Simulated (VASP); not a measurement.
# Ba (Im-3m) in VASP: notebook

Ba is run at these levels: r2SCAN; tasks: single point.

Everything below comes from runs of VASP 6.6.1. Logs are shortened: lines on timing, memory, paths and dates and some standing lists are left out, and cuts for length are marked.

## Step 1: The cell of the first run

The structure is cubic, space group Im-3m (No. 229). The conventional cell has a = 4.988 Å, b = 4.988 Å, c = 4.988 Å, α = 90.00°, β = 90.00°, γ = 90.00°. Ba (site symmetry m-3m) has 14 Ba at 4.32 to 4.99 Å within 5.7 Å.

## Step 2: Single point, r2SCAN

File POSCAR:

```
Ba
1.0
   -2.4940388542      2.4940388542      2.4940388542
    2.4940388542     -2.4940388542      2.4940388542
    2.4940388542      2.4940388542     -2.4940388542
Ba
1
Direct
    0.0000000000      0.0000000000      0.0000000000
```

File INCAR.step1:

```
  ALGO = Normal
  EDIFF = 1E-4
  ENCUT = 520
  GGA = PE
  ISMEAR = -1
  LASPH = T
  LCHARG = F
  LREAL = F
  LWAVE = T
  NBANDS = 11
  NELM = 80
  PREC = Accurate
  SIGMA = 0.1
```

File INCAR.step2:

```
  ALGO = Normal
  EDIFF = 1E-6
  ENCUT = 520
  ISIF = 2
  ISMEAR = -1
  ISTART = 1
  LASPH = T
  LCHARG = T
  LELF = T
  LMIXTAU = T
  LREAL = F
  LVHAR = T
  LWAVE = F
  METAGGA = R2SCAN
  NBANDS = 11
  NELM = 80
  PREC = Accurate
  SIGMA = 0.1
```

File KPOINTS:

```
k-points
0
Gamma
  10 10 10
```

Potentials or basis: VASP PAW PBE potentials, release 64 (Ba_sv).

On the command line:

```
$ cat potpaw_PBE.64/Ba_sv/POTCAR > POTCAR
$ cp INCAR.step1 INCAR
$ mpirun -np 1 vasp_std > vasp.out
$ cp INCAR.step2 INCAR
$ mpirun -np 1 vasp_std > vasp.out
```

OUTCAR:

```text
EDIFF = 1E-6
   ENCUT = 520
   ISIF = 2
   ISMEAR = -1
   ISTART = 1
   LASPH = T
   LREAL = F
   METAGGA = R2SCAN
   NELM = 80
   PREC = Accurate

 ion  position               nearest neighbor table
   1  0.000  0.000  0.000-

  LATTYP: Found a body centered cubic cell.
 ALAT       =     4.9880777084

  Lattice vectors:

 A1 = (  -2.4940388542,   2.4940388542,   2.4940388542)
 A2 = (   2.4940388542,  -2.4940388542,   2.4940388542)
 A3 = (   2.4940388542,   2.4940388542,  -2.4940388542)

Analysis of symmetry for initial positions (statically):
=====================================================================
 Subroutine PRICEL returns:
 Original cell was already a primitive cell.

 Routine SETGRP: Setting up the symmetry group for a
 body centered cubic supercell.

 Subroutine GETGRP returns: Found 48 space group operations
 (whereof 48 operations were pure point group operations)
 out of a pool of 48 trial point group operations.

The static configuration has the point symmetry O_h .

Analysis of symmetry for dynamics (positions and initial velocities):
=====================================================================
 Subroutine PRICEL returns:
 Original cell was already a primitive cell.

 Routine SETGRP: Setting up the symmetry group for a
 body centered cubic supercell.

 Subroutine GETGRP returns: Found 48 space group operations
 (whereof 48 operations were pure point group operations)
 out of a pool of 48 trial point group operations.

The dynamic configuration has the point symmetry O_h .

 Subroutine INISYM returns: Found 48 space group operations
 (whereof 48 operations are pure point group operations),
 and found     1 'primitive' translations

----------------------------------------------------------------------------------------

                                     Primitive cell

  volume of cell :      62.0540

  direct lattice vectors                    reciprocal lattice vectors
    -2.494038854  2.494038854  2.494038854     0.000000000  0.200478032  0.200478032
     2.494038854 -2.494038854  2.494038854     0.200478032  0.000000000  0.200478032
     2.494038854  2.494038854 -2.494038854     0.200478032  0.200478032  0.000000000

  length of vectors
     4.319802012  4.319802012  4.319802012     0.283518751  0.283518751  0.283518751

  position of ions in fractional coordinates (direct lattice)
     0.000000000  0.000000000  0.000000000

  ion indices of the primitive-cell ions
   primitive index   ion index
                 1           1

----------------------------------------------------------------------------------------

 KPOINTS: k-points

Automatic generation of k-mesh.
 Grid dimensions read from file:
 generate k-points for:   10   10   10

 Generating k-lattice:

  Cartesian coordinates                     Fractional coordinates (reciprocal lattice)
     0.000000000  0.020047803  0.020047803     0.100000000  0.000000000  0.000000000
     0.020047803  0.000000000  0.020047803     0.000000000  0.100000000  0.000000000
     0.020047803  0.020047803  0.000000000     0.000000000  0.000000000  0.100000000

  Length of vectors
     0.028351875  0.028351875  0.028351875

  Shift w.r.t. Gamma in fractional coordinates (k-lattice)
     0.000000000  0.000000000  0.000000000

 Subroutine IBZKPT returns following result:
 ===========================================

 Found     47 irreducible k-points:

 Following reciprocal coordinates:
            Coordinates               Weight
  0.000000  0.000000  0.000000      1.000000
  0.100000  0.000000  0.000000     12.000000
  0.200000  0.000000  0.000000     12.000000
  0.300000  0.000000  0.000000     12.000000
  0.400000  0.000000  0.000000     12.000000
  0.500000  0.000000  0.000000      6.000000
[... 16 lines left out ...]
  0.300000  0.300000  0.100000      8.000000
 -0.300000  0.300000  0.100000     24.000000
 [... further k-points ...]
   k-points           NKPTS =     47   k-points in BZ     NKDIM =     47   number of bands    NBANDS=     11
   number of dos      NEDOS =    301   number of ions     NIONS =      1
   total plane-waves  NPLWV =  32768
   dimension x,y,z NGX =    32 NGY =   32 NGZ =   32
   dimension x,y,z NGXF=    64 NGYF=   64 NGZF=   64
   ions per type =               1
   NGX,Y,Z   is equivalent  to a cutoff of  12.32, 12.32, 12.32 a.u.
   NGXF,Y,Z  is equivalent  to a cutoff of  24.63, 24.63, 24.63 a.u.
 SYSTEM =  unknown system
   PREC   = accura    normal or accurate (medium, high low for compatibility)
   ISTART =      1    job   : 0-new  1-cont  2-samecut
   ICHARG =      0    charge: 1-file 2-atom 10-const
   ISPIN  =      1    spin polarized calculation?
   LNONCOLLINEAR =      F non collinear calculations
   LSORBIT =      F    spin-orbit coupling
   LASPH  =      T    aspherical Exc in radial PAW
   ENCUT  =  520.0 eV  38.22 Ry    6.18 a.u.   8.03  8.03  8.03*2*pi/ulx,y,z
   NELM   =     80;   NELMIN=  2; NELMDL=  0     # of ELM steps
   EDIFF  = 0.1E-05   stopping-criterion for ELM
   LREAL  =      F    real-space projection
   EDIFFG = 0.1E-04   stopping-criterion for IOM
   NSW    =      0    number of steps for IOM
   IBRION =     -1    ionic relax: 0-MD 1-quasi-New 2-CG
   NFREE  =      0    steps in history (QN), initial steepest desc. (CG)
   ISIF   =      2    stress and relaxation
   ISYM   =      2    0-nonsym 1-usesym 2-fastsym
   POTIM  = 0.5000    time-step for ionic-motion
   TEBEG  =    0.0;   TEEND  =   0.0 temperature during run
   PSTRESS=    0.0 pullay stress
   NELECT =      10.0000    total number of electrons
   NUPDOWN=      -1.0000    fix difference up-down
   EMIN   =  10.00;   EMAX   =-10.00  energy-range for DOS
   EFERMI =   0.00;   METHOD = LEGACY
   ISMEAR =    -1;   SIGMA  =   0.10  broadening in eV -4-tet -1-fermi 0-gaus
   EFERMI_NEDOS =   21; number of points for ismear=-14 and -15
   IALGO  =     38    algorithm
   IMIX   =      4    mixing-type and parameters
     AMIX     =   0.40;   BMIX     =  1.00
     AMIX_MAG =   1.60;   BMIX_MAG =  1.00
  volume/ion in A,a.u.               =      62.05       418.76
  Fermi-wavevector in a.u.,A,eV,Ry     =   0.890878  1.683516 10.798452  0.793664
  Thomas-Fermi vector in A             =   2.012626
   LORBIT       =      0    0 simple, 1 ext, 2 COOP (PROOUT), +10 PAW based schemes
   METAGGA = R2SCAN    functional components
   LHFCALC =     F    Hartree Fock is set to
   AEXX    =    0.0000 exact exchange contribution
   IVDW    =     0    specifies the selected vdW correction
   LEPSILON=     F    determine dielectric tensor
   LRPA    =     F    only Hartree local field effects (RPA)
 non-spin polarized calculation
  energy-cutoff  :      520.00
  volume of cell :       62.05
 maximum number of plane-waves:      1721
   NGX = 17   NGY = 17   NGZ = 17

 number of electron       9.9999998 magnetization

 Free energy of the ion-electron system (eV)
  ---------------------------------------------------
  ext. energy  EPLUGINS =         0.00000000
  ---------------------------------------------------
  free energy    TOTEN  =       -26.44772982 eV

  energy without entropy =      -26.40590336  energy(sigma->0) =      -26.42681659

 E-fermi :   1.7904     XC(G=0):  -7.8803

 val. band max:        1.7753568621   @ k =  -0.4000  -0.4000   0.2000
 cond. band min:       1.8078322732   @ k =  -0.4000  -0.4000   0.1000
 fundamental gap:      0.0324754110
 Fermi energy:         1.7903723015

 k-point     1 :       0.0000    0.0000    0.0000
  band No.  band energies     occupation
      1     -28.1079      2.00000
      2     -12.6312      2.00000
      3     -12.6312      2.00000
      4     -12.6312      2.00000
      5      -1.1082      2.00000
      6       3.9352      0.00000
      7       3.9352      0.00000
      8       3.9352      0.00000
      9       5.3010      0.00000
     10       5.3010      0.00000
     11       9.1181      0.00000

 k-point     2 :       0.1000    0.0000    0.0000
  band No.  band energies     occupation
      1     -28.1031      2.00000
      2     -12.6825      2.00000
      3     -12.6463      2.00000
      4     -12.6318      2.00000
      5      -0.9092      2.00000
      6       3.7636      0.00000
      7       3.8186      0.00000
      8       4.1344      0.00000
      9       5.0565      0.00000
     10       5.2861      0.00000
     11       9.3467      0.00000

 k-point     3 :       0.2000    0.0000    0.0000
  band No.  band energies     occupation
      1     -28.0906      2.00000
      2     -12.8130      2.00000
      3     -12.6855      2.00000
      4     -12.6332      2.00000
      5      -0.3698      2.00000
      6       3.3484      0.00000
      7       3.3860      0.00000
      8       4.7168      0.00000
      9       4.9886      0.00000
     10       5.3046      0.00000
     11       9.6627      0.00000

 k-point     4 :       0.3000    0.0000    0.0000
  band No.  band energies     occupation
      1     -28.0751      2.00000
      2     -12.9670      2.00000
      3     -12.7331      2.00000
      4     -12.6351      2.00000
      5       0.3150      2.00000
      6       2.8844      0.00004
      7       3.0102      0.00001
      8       5.2200      0.00000
      9       5.4521      0.00000
     10       5.6306      0.00000
     11       9.0852      0.00000
[... 239 lines left out ...]
 k-point    22 :      -0.2000    0.2000    0.1000
  band No.  band energies     occupation
      1     -28.0863      2.00000
      2     -12.8144      2.00000
      3     -12.7016      2.00000
      4     -12.6711      2.00000
      5      -0.1945      2.00000
      6       3.3709      0.00000
      7       3.5343      0.00000
      8       4.2566      0.00000
      9       4.6397      0.00000
     10       5.7990      0.00000
     11       9.9514      0.00000

 k-point    23 :       0.3000    0.3000    0.1000
  band No.  band energies     occupation
      1     -28.0538      2.00000
      2     -12.9489      2.00000
      3     -12.9489      2.00000
      4     -12.7395      2.00000
      5       2.0566      0.13053
      6       2.4019      0.00441
      7       2.4019      0.00441
      8       5.8970      0.00000
      9       5.8970      0.00000
     10       6.7731      0.00000
     11       8.7949      0.00000

 k-point    24 :      -0.3000    0.3000    0.1000
  band No.  band energies     occupation
      1     -28.0713      2.00000
      2     -12.9598      2.00000
      3     -12.7501      2.00000
      4     -12.6712      2.00000
      5       0.4756      2.00000
      6       2.7939      0.00009
      7       3.1884      0.00000
      8       4.5370      0.00000
      9       5.5490      0.00000
     10       5.9117      0.00000
     11       8.9956      0.00000

 [... further k-points ...]
[... 5 lines left out ...]
  --------------------------------------------------------------------------------------
  -------------------------------------------------------------------------------------
  Total        0.1984228      0.1984228      0.1984228     -0.0000000     -0.0000000      0.0000000
  in kB        5.1230960      5.1230960      5.1230960     -0.0000000     -0.0000000      0.0000000
  external PRESSURE =       5.1230960 kB  Pullay stress =       0.0000000 kB

 VOLUME and BASIS-vectors are now :
 -----------------------------------------------------------------------------
  energy-cutoff  :      520.00
  volume of cell :       62.05
      direct lattice vectors                 reciprocal lattice vectors
    -2.494038854  2.494038854  2.494038854     0.000000000  0.200478032  0.200478032
     2.494038854 -2.494038854  2.494038854     0.200478032  0.000000000  0.200478032
     2.494038854  2.494038854 -2.494038854     0.200478032  0.200478032  0.000000000

 POSITION                                       TOTAL-FORCE (eV/Angst)
 -----------------------------------------------------------------------------------
      0.00000      0.00000      0.00000         0.000000      0.000000      0.000000
 -----------------------------------------------------------------------------------
    total drift:                                0.000000      0.000000      0.000000

  FREE ENERGIE OF THE ION-ELECTRON SYSTEM (eV)
  ---------------------------------------------------
  free  energy   TOTEN  =       -26.4477298153 eV

  energy  without entropy=      -26.4059033582  energy(sigma->0) =      -26.42681659
```

Run time: 42 s. Hardware: 1 thread of Intel Xeon 6975P-C (Granite Rapids), shared host; peak memory 0.19 GiB.

Results:

| Quantity | Value |
| --- | --- |
| Free energy | -26.4477 eV |
| Pressure | 0.5 GPa |
| Band gap on the k mesh | zero (band 5 reaches 2.17 eV, above the bottom of band 6 at 1.13 eV) |

Levels at points of the mesh, in eV from the Fermi level:
| k point | band 3 | band 4 | band 5 | band 6 | band 7 | band 8 |
| --- | --- | --- | --- | --- | --- | --- |
| (0.00, 0.00, 0.00) | -14.42 | -14.42 | -2.90 | 2.14 | 2.14 | 2.14 |
| (0.50, 0.00, 0.00) | -14.58 | -14.43 | -0.90 | 0.87 | 1.25 | 3.57 |
| (0.50, 0.50, 0.50) | -14.76 | -14.76 | -0.66 | -0.66 | 4.78 | 4.78 |

Caveat: the PAW data sets were made with another functional, which shifts forces and pressure a little; spin-orbit coupling is left out, which moves the levels of the heavy elements.

## Step 3: Single point, r2SCAN

POSCAR is that of step 2.

File INCAR.step1:

```
SYSTEM = Ba
ALGO = Normal ; EDIFF = 1E-4
ENCUT = 520 ; GGA = PE
ISMEAR = -1 ; LASPH = .TRUE.
LCHARG = .FALSE. ; LREAL = .FALSE.
LWAVE = .TRUE. ; NBANDS = 11
NELM = 80 ; PREC = Accurate
SIGMA = 0.1
```

File INCAR.step2:

```
SYSTEM = Ba
ALGO = Normal ; EDIFF = 1E-6
ENCUT = 520 ; ISIF = 2
ISMEAR = -1 ; ISTART = 1
LASPH = .TRUE. ; LCHARG = .FALSE.
LMIXTAU = .TRUE. ; LREAL = .FALSE.
LWAVE = .FALSE. ; METAGGA = R2SCAN
NBANDS = 11 ; NELM = 80
PREC = Accurate ; SIGMA = 0.1
```

File KPOINTS:

```
k-points
0
G
  10 10 10
  0 0 0
```

Potentials or basis: VASP PAW PBE potentials, release 64 (Ba_sv).

On the command line:

```
$ cat potpaw_PBE.64/Ba_sv/POTCAR > POTCAR
$ cp INCAR.step1 INCAR
$ mpirun -np 1 vasp_std > vasp.out
$ cp INCAR.step2 INCAR
$ mpirun -np 1 vasp_std > vasp.out
```

OUTCAR:

```text
SYSTEM = Ba
   EDIFF = 1E-6
   ENCUT = 520
   ISIF = 2
   ISMEAR = -1
   ISTART = 1
   LASPH = .TRUE.
   LREAL = .FALSE.
   METAGGA = R2SCAN
   NELM = 80
   PREC = Accurate

 ion  position               nearest neighbor table
   1  0.000  0.000  0.000-

  LATTYP: Found a body centered cubic cell.
 ALAT       =     4.9880777084

  Lattice vectors:

 A1 = (  -2.4940388542,   2.4940388542,   2.4940388542)
 A2 = (   2.4940388542,  -2.4940388542,   2.4940388542)
 A3 = (   2.4940388542,   2.4940388542,  -2.4940388542)

Analysis of symmetry for initial positions (statically):
[... 504 lines left out ...]
      4     -12.6712      2.00000
      5       0.4756      2.00000
      6       2.7939      0.00009
      7       3.1884      0.00000
      8       4.5370      0.00000
      9       5.5490      0.00000
     10       5.9117      0.00000
     11       8.9956      0.00000

 [... further k-points ...]
[... 5 lines left out ...]
  --------------------------------------------------------------------------------------
  -------------------------------------------------------------------------------------
  Total        0.1984228      0.1984228      0.1984228     -0.0000000     -0.0000000      0.0000000
  in kB        5.1230960      5.1230960      5.1230960     -0.0000000     -0.0000000      0.0000000
  external PRESSURE =       5.1230960 kB  Pullay stress =       0.0000000 kB

 VOLUME and BASIS-vectors are now :
 -----------------------------------------------------------------------------
  energy-cutoff  :      520.00
  volume of cell :       62.05
      direct lattice vectors                 reciprocal lattice vectors
    -2.494038854  2.494038854  2.494038854     0.000000000  0.200478032  0.200478032
     2.494038854 -2.494038854  2.494038854     0.200478032  0.000000000  0.200478032
     2.494038854  2.494038854 -2.494038854     0.200478032  0.200478032  0.000000000

 POSITION                                       TOTAL-FORCE (eV/Angst)
 -----------------------------------------------------------------------------------
      0.00000      0.00000      0.00000         0.000000      0.000000      0.000000
 -----------------------------------------------------------------------------------
    total drift:                                0.000000      0.000000      0.000000

  FREE ENERGIE OF THE ION-ELECTRON SYSTEM (eV)
  ---------------------------------------------------
  free  energy   TOTEN  =       -26.4477298153 eV

  energy  without entropy=      -26.4059033582  energy(sigma->0) =      -26.42681659
```

OUTCAR.step1:

```text
SYSTEM = Ba
   EDIFF = 1E-4
   ENCUT = 520
   GGA = PE
   ISMEAR = -1
   LASPH = .TRUE.
   LREAL = .FALSE.
[... 553 lines left out ...]
 -----------------------------------------------------------------------------------
      0.00000      0.00000      0.00000         0.000000     -0.000000     -0.000000
 -----------------------------------------------------------------------------------
    total drift:                               -0.000000      0.000000     -0.000000

  FREE ENERGIE OF THE ION-ELECTRON SYSTEM (eV)
  ---------------------------------------------------
  free  energy   TOTEN  =        -1.9275158782 eV

  energy  without entropy=       -1.8832517089  energy(sigma->0) =       -1.90538379
```

Wall time 41 s (1 thread of Intel Xeon 6975P-C (Granite Rapids), shared host); peak memory 0.2 GiB.

What came out:

```
Free energy            : -26.4477 eV
Pressure               : 0.5 GPa
Band gap on the k mesh : zero (band 5 reaches 2.17 eV, above the bottom of band 6 at 1.13 eV)
```

Caveat: the PAW data sets were made with another functional, which shifts forces and pressure a little; spin-orbit coupling is left out, which moves the levels of the heavy elements.

(Part 1 of 2 ends here.)
